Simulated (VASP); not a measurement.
# SbP2 (P4/nmm) in VASP: further runs

The runs below take SbP2 through single point, with r2SCAN.

All numbers are computed with VASP 6.6.1; they aren't measurements. Logs are shortened: lines on timing, memory, paths and dates and some standing lists are left out, and cuts for length are marked.

## 1. The cell of the first run

Symmetry: P4/nmm, No. 129, tetragonal system. Conventional cell: a = 4.228 Å, b = 4.228 Å, c = 6.451 Å, α = 90.00°, β = 90.00°, γ = 90.00°. Within 3.7 Å of Sb (site symmetry 4mm) lie 10 P at 2.77 to 3.68 Å. P (site symmetry -4m2) has 8 P at 2.74 to 2.99 Å and 4 Sb at 2.87 Å within 3.6 Å. P (site symmetry 4mm) has 4 P at 2.74 Å and 6 Sb at 2.77 to 3.68 Å within 3.7 Å.

## 2. Single point, r2SCAN

File POSCAR:

```
SbP2
1.0
    4.2279945611      0.0000000000      0.0000000000
    0.0000000000      4.2279945611      0.0000000000
    0.0000000000      0.0000000000      6.4510808797
Sb P
2 4
Direct
    0.0000000000      0.5000000000      0.7000000000
    0.5000000000      0.0000000000      0.3000000000
    0.0000000000      0.0000000000      0.0000000000
    0.5000000000      0.5000000000      0.0000000000
    0.0000000000      0.5000000000      0.2700000000
    0.5000000000      0.0000000000      0.7300000000
```

File INCAR.step1:

```
ALGO = Normal ; EDIFF = 1E-4
ENCUT = 520 ; GGA = PE
ISMEAR = 0 ; LASPH = True
LCHARG = False ; LREAL = False
LWAVE = True ; NBANDS = 24
NELM = 60 ; PREC = Accurate
SIGMA = 0.1
```

File INCAR.step2:

```
ALGO = Normal ; EDIFF = 1E-6
ENCUT = 520 ; ISIF = 2
ISMEAR = 0 ; ISTART = 1
LASPH = True ; LCHARG = True
LELF = True ; LMIXTAU = True
LREAL = False ; LVHAR = True
LWAVE = False ; METAGGA = R2SCAN
NBANDS = 24 ; NELM = 60
PREC = Accurate ; SIGMA = 0.1
```

File KPOINTS:

```
k-points
0
Gamma
  4 4 4
```

Potentials or basis: VASP PAW PBE potentials, release 64 (Sb, P).

The run is started by

```
$ cat potpaw_PBE.64/Sb/POTCAR potpaw_PBE.64/P/POTCAR > POTCAR
$ cp INCAR.step1 INCAR
$ mpirun -np 1 vasp_std > vasp.out
$ cp INCAR.step2 INCAR
$ mpirun -np 1 vasp_std > vasp.out
```

OUTCAR:

```text
EDIFF = 1E-6
   ENCUT = 520
   ISIF = 2
   ISMEAR = 0
   ISTART = 1
   LASPH = True
   LREAL = False
   METAGGA = R2SCAN
   NELM = 60
   PREC = Accurate

 ion  position               nearest neighbor table
   1  0.000  0.500  0.700-   5 2.77   4 2.87   3 2.87   3 2.87   4 2.87   6 3.00   6 3.00   6 3.00
                             6 3.00
   2  0.500  0.000  0.300-   6 2.77   4 2.87   3 2.87   4 2.87   3 2.87   5 3.00   5 3.00   5 3.00
                             5 3.00
   3  0.000  0.000  0.000-   5 2.74   6 2.74   5 2.74   6 2.74   1 2.87   1 2.87   2 2.87   2 2.87

   4  0.500  0.500  0.000-   5 2.74   6 2.74   6 2.74   5 2.74   2 2.87   1 2.87   1 2.87   2 2.87

   5  0.000  0.500  0.270-   3 2.74   4 2.74   3 2.74   4 2.74   1 2.77   2 3.00   2 3.00   2 3.00
                             2 3.00
   6  0.500  0.000  0.730-   3 2.74   4 2.74   4 2.74   3 2.74   2 2.77   1 3.00   1 3.00   1 3.00
                             1 3.00

  LATTYP: Found a simple tetragonal cell.
 ALAT       =     4.2279945611
 C/A-ratio  =     1.5258016032

  Lattice vectors:

 A1 = (   4.2279945611,   0.0000000000,   0.0000000000)
 A2 = (   0.0000000000,   4.2279945611,   0.0000000000)
 A3 = (   0.0000000000,   0.0000000000,   6.4510808797)

Analysis of symmetry for initial positions (statically):
=====================================================================
 Subroutine PRICEL returns:
 Original cell was already a primitive cell.

 Routine SETGRP: Setting up the symmetry group for a
 simple tetragonal supercell.

 Subroutine GETGRP returns: Found 16 space group operations
 (whereof  8 operations were pure point group operations)
 out of a pool of 16 trial point group operations.

The static configuration has the point symmetry D_2d.
 The point group associated with its full space group is D_4h.

Analysis of symmetry for dynamics (positions and initial velocities):
=====================================================================
 Subroutine PRICEL returns:
 Original cell was already a primitive cell.

 Routine SETGRP: Setting up the symmetry group for a
 simple tetragonal supercell.

 Subroutine GETGRP returns: Found 16 space group operations
 (whereof  8 operations were pure point group operations)
 out of a pool of 16 trial point group operations.

The dynamic configuration has the point symmetry D_2d.
 The point group associated with its full space group is D_4h.

 Subroutine INISYM returns: Found 16 space group operations
 (whereof  8 operations are pure point group operations),
 and found     1 'primitive' translations

----------------------------------------------------------------------------------------

                                     Primitive cell

  volume of cell :     115.3191

  direct lattice vectors                    reciprocal lattice vectors
     4.227994561  0.000000000  0.000000000     0.236518753  0.000000000  0.000000000
     0.000000000  4.227994561  0.000000000     0.000000000  0.236518753  0.000000000
     0.000000000  0.000000000  6.451080880     0.000000000  0.000000000  0.155012783

  length of vectors
     4.227994561  4.227994561  6.451080880     0.236518753  0.236518753  0.155012783

  position of ions in fractional coordinates (direct lattice)
     0.000000000  0.500000000  0.700000000
     0.500000000  0.000000000  0.300000000
     0.000000000  0.000000000  0.000000000
     0.500000000  0.500000000  0.000000000
     0.000000000  0.500000000  0.270000000
     0.500000000  0.000000000  0.730000000

  ion indices of the primitive-cell ions
   primitive index   ion index
                 1           1
                 2           2
                 3           3
                 4           4
                 5           5
                 6           6

----------------------------------------------------------------------------------------

 KPOINTS: k-points

Automatic generation of k-mesh.
 Grid dimensions read from file:
 generate k-points for:    4    4    4

 Generating k-lattice:

  Cartesian coordinates                     Fractional coordinates (reciprocal lattice)
     0.059129688  0.000000000  0.000000000     0.250000000  0.000000000  0.000000000
     0.000000000  0.059129688  0.000000000     0.000000000  0.250000000  0.000000000
     0.000000000  0.000000000  0.038753196     0.000000000  0.000000000  0.250000000

  Length of vectors
     0.059129688  0.059129688  0.038753196

  Shift w.r.t. Gamma in fractional coordinates (k-lattice)
     0.000000000  0.000000000  0.000000000

 Subroutine IBZKPT returns following result:
 ===========================================

 Found     18 irreducible k-points:

 Following reciprocal coordinates:
            Coordinates               Weight
  0.000000  0.000000  0.000000      1.000000
  0.250000  0.000000  0.000000      4.000000
  0.500000  0.000000  0.000000      2.000000
  0.250000  0.250000  0.000000      4.000000
  0.500000  0.250000  0.000000      4.000000
  0.500000  0.500000  0.000000      1.000000
[... 10 lines left out ...]
  0.500000  0.250000  0.500000      4.000000
  0.500000  0.500000  0.500000      1.000000
   k-points           NKPTS =     18   k-points in BZ     NKDIM =     18   number of bands    NBANDS=     24
   number of dos      NEDOS =    301   number of ions     NIONS =      6
   total plane-waves  NPLWV =  49152
   dimension x,y,z NGX =    32 NGY =   32 NGZ =   48
   dimension x,y,z NGXF=    64 NGYF=   64 NGZF=   96
   ions per type =               2   4
   NGX,Y,Z   is equivalent  to a cutoff of  12.58, 12.58, 12.37 a.u.
   NGXF,Y,Z  is equivalent  to a cutoff of  25.16, 25.16, 24.74 a.u.
 SYSTEM =  unknown system
   PREC   = accura    normal or accurate (medium, high low for compatibility)
   ISTART =      1    job   : 0-new  1-cont  2-samecut
   ICHARG =      0    charge: 1-file 2-atom 10-const
   ISPIN  =      1    spin polarized calculation?
   LNONCOLLINEAR =      F non collinear calculations
   LSORBIT =      F    spin-orbit coupling
   LASPH  =      T    aspherical Exc in radial PAW
   ENCUT  =  520.0 eV  38.22 Ry    6.18 a.u.   7.86  7.86 11.99*2*pi/ulx,y,z
   NELM   =     60;   NELMIN=  2; NELMDL=  0     # of ELM steps
   EDIFF  = 0.1E-05   stopping-criterion for ELM
   LREAL  =      F    real-space projection
   EDIFFG = 0.1E-04   stopping-criterion for IOM
   NSW    =      0    number of steps for IOM
   IBRION =     -1    ionic relax: 0-MD 1-quasi-New 2-CG
   NFREE  =      0    steps in history (QN), initial steepest desc. (CG)
   ISIF   =      2    stress and relaxation
   ISYM   =      2    0-nonsym 1-usesym 2-fastsym
   POTIM  = 0.5000    time-step for ionic-motion
   TEBEG  =    0.0;   TEEND  =   0.0 temperature during run
   PSTRESS=    0.0 pullay stress
   NELECT =      30.0000    total number of electrons
   NUPDOWN=      -1.0000    fix difference up-down
   EMIN   =  10.00;   EMAX   =-10.00  energy-range for DOS
   EFERMI =   0.00;   METHOD = LEGACY
   ISMEAR =     0;   SIGMA  =   0.10  broadening in eV -4-tet -1-fermi 0-gaus
   EFERMI_NEDOS =   21; number of points for ismear=-14 and -15
   IALGO  =     38    algorithm
   IMIX   =      4    mixing-type and parameters
     AMIX     =   0.40;   BMIX     =  1.00
     AMIX_MAG =   1.60;   BMIX_MAG =  1.00
  volume/ion in A,a.u.               =      19.22       129.70
  Fermi-wavevector in a.u.,A,eV,Ry     =   1.045077  1.974908 14.860082  1.092185
  Thomas-Fermi vector in A             =   2.179857
   LORBIT       =      0    0 simple, 1 ext, 2 COOP (PROOUT), +10 PAW based schemes
   METAGGA = R2SCAN    functional components
   LHFCALC =     F    Hartree Fock is set to
   AEXX    =    0.0000 exact exchange contribution
   IVDW    =     0    specifies the selected vdW correction
   LEPSILON=     F    determine dielectric tensor
   LRPA    =     F    only Hartree local field effects (RPA)
 non-spin polarized calculation
 Gauss-broadening in eV      SIGMA  =   0.10
  energy-cutoff  :      520.00
  volume of cell :      115.32
 maximum number of plane-waves:      3128
 NGX is ok and might be reduce to    32
   NGX = 15   NGY = 15   NGZ = 23

 number of electron      29.9999997 magnetization

 Free energy of the ion-electron system (eV)
  ---------------------------------------------------
  ext. energy  EPLUGINS =         0.00000000
  ---------------------------------------------------
  free energy    TOTEN  =       -82.06461541 eV

  energy without entropy =      -82.02423187  energy(sigma->0) =      -82.04442364

 E-fermi :   8.7143     XC(G=0): -11.2934

 val. band max:        8.7021875337   @ k =   0.5000   0.5000   0.5000
 cond. band min:       8.7151114616   @ k =   0.2500   0.0000   0.2500
 fundamental gap:      0.0129239280
 Fermi energy:         8.7142895485

 k-point     1 :       0.0000    0.0000    0.0000
  band No.  band energies     occupation
      1      -7.1026      2.00000
      2      -3.7797      2.00000
      3      -2.0619      2.00000
      4      -0.2849      2.00000
      5       0.1108      2.00000
      6       2.2211      2.00000
[... 16 lines left out ...]
     23      13.4153      0.00000
     24      13.7112      0.00000

 k-point     2 :       0.2500    0.0000    0.0000
  band No.  band energies     occupation
      1      -6.5818      2.00000
      2      -3.3460      2.00000
      3      -2.4366      2.00000
      4      -1.6869      2.00000
      5      -0.0790      2.00000
      6       0.6677      2.00000
[... 16 lines left out ...]
     23      12.5369      0.00000
     24      14.2189      0.00000

 k-point     3 :       0.5000    0.0000    0.0000
  band No.  band energies     occupation
      1      -5.0447      2.00000
      2      -5.0447      2.00000
      3      -1.7617      2.00000
      4      -1.7617      2.00000
      5      -0.6155      2.00000
      6      -0.6155      2.00000
[... 16 lines left out ...]
     23      13.6385      0.00000
     24      13.6385      0.00000
[... 352 lines left out ...]
 k-point    17 :       0.5000    0.2500    0.5000
  band No.  band energies     occupation
      1      -4.2374      2.00000
      2      -4.2374      2.00000
      3      -2.7986      2.00000
      4      -2.7986      2.00000
      5      -0.2850      2.00000
      6      -0.2850      2.00000
[... 16 lines left out ...]
     23      14.6929      0.00000
     24      14.6929      0.00000

 k-point    18 :       0.5000    0.5000    0.5000
  band No.  band energies     occupation
      1      -3.0692      2.00000
      2      -3.0692      2.00000
      3      -2.7376      2.00000
      4      -2.7376      2.00000
      5      -1.7739      2.00000
      6      -1.7739      2.00000
[... 16 lines left out ...]
     23      14.8728      0.00000
     24      14.8728      0.00000

------------------------ aborting loop because EDIFF is reached ----------------------------------------

  FORCE on cell =-STRESS in cart. coord.  units (eV):
  Direction    XX          YY          ZZ          XY          YZ          ZX
  --------------------------------------------------------------------------------------
  -------------------------------------------------------------------------------------
  Total        0.9364736      0.9364736      2.1623313      0.0000000      0.0000000      0.0000000
  in kB       13.0108240     13.0108240     30.0421826      0.0000000      0.0000000      0.0000000
  external PRESSURE =      18.6879435 kB  Pullay stress =       0.0000000 kB

 VOLUME and BASIS-vectors are now :
 -----------------------------------------------------------------------------
  energy-cutoff  :      520.00
  volume of cell :      115.32
      direct lattice vectors                 reciprocal lattice vectors
     4.227994561  0.000000000  0.000000000     0.236518753  0.000000000  0.000000000
     0.000000000  4.227994561  0.000000000     0.000000000  0.236518753  0.000000000
     0.000000000  0.000000000  6.451080880     0.000000000  0.000000000  0.155012783

 POSITION                                       TOTAL-FORCE (eV/Angst)
 -----------------------------------------------------------------------------------
      0.00000      2.11400      4.51576         0.000000     -0.000000     -0.077117
      2.11400      0.00000      1.93532        -0.000000      0.000000      0.077117
      0.00000      0.00000      0.00000        -0.000000     -0.000000      0.000000
      2.11400      2.11400      0.00000        -0.000000      0.000000      0.000000
      0.00000      2.11400      1.74179        -0.000000     -0.000000     -0.266069
      2.11400      0.00000      4.70929         0.000000     -0.000000      0.266069
 -----------------------------------------------------------------------------------
    total drift:                                0.000000     -0.000000     -0.000000

  FREE ENERGIE OF THE ION-ELECTRON SYSTEM (eV)
  ---------------------------------------------------
  free  energy   TOTEN  =       -82.0646154145 eV

  energy  without entropy=      -82.0242318691  energy(sigma->0) =      -82.04442364
```

Run time: 2.7 min. Hardware: 1 thread of Intel Xeon 8259CL, shared host; peak memory 0.25 GiB.

Results:

* Free energy: -82.0646 eV
* Pressure: 1.9 GPa
* Largest force: 0.266 eV/Å
* Band gap on the k mesh: zero (bands 15 and 16 overlap by 4.06 eV)

Forces in eV/Å, atoms in the order of the input:
```
Sb   0.000  0.000 -0.077
Sb   0.000  0.000  0.077
P    0.000  0.000  0.000
P    0.000  0.000  0.000
P    0.000  0.000 -0.266
P    0.000  0.000  0.266
```

Caveat: the k points lie up to 0.37 Å⁻¹ apart, too coarse for converged energies and pressures of a metal; the PAW data sets were made with another functional, which shifts forces and pressure a little; spin-orbit coupling is left out, which moves the levels of the heavy elements.

(Continued in part 2 of 2.)
